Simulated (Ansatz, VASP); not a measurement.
Two plane-wave programs on C

```
C
1.0
     0.00000    1.75005    1.78340
     1.81675    0.00000    1.78340
     1.81675    1.75005    0.00000
C
2
Cartesian
  1.8167 1.7501 1.7834
  2.7251 2.6251 2.6751
```

Change from the starting cell: strain +0.0187 x Voigt [1, -1, 0, 0, 0, 0], atoms carried along.

Alike in both runs: task single point; functional r2SCAN; k mesh 12 × 12 × 12; occupations gaussian, width 0.05 eV; no spin polarisation.

|  | VASP | Ansatz |
| --- | --- | --- |
| version | VASP 6.6.1 | Ansatz 0.2.0 |
| potentials or method | VASP PAW PBE potentials, release 64 (C_h), cutoff 910 eV | scalar-relativistic, plane waves, PAW |
| valence electrons in the cell | 8 | 8 |

```csv
,VASP,Ansatz,Ansatz less VASP
gap on the k mesh at the Fermi level (eV),3.63,3.63,-0.002
least direct gap on the mesh (eV),5.35,5.35,+0.002
```

VASP's potentials were made for PBE, not for r2SCAN.

Noted on VASP's run: the cutoff is short for stress, so the pressure is rough.
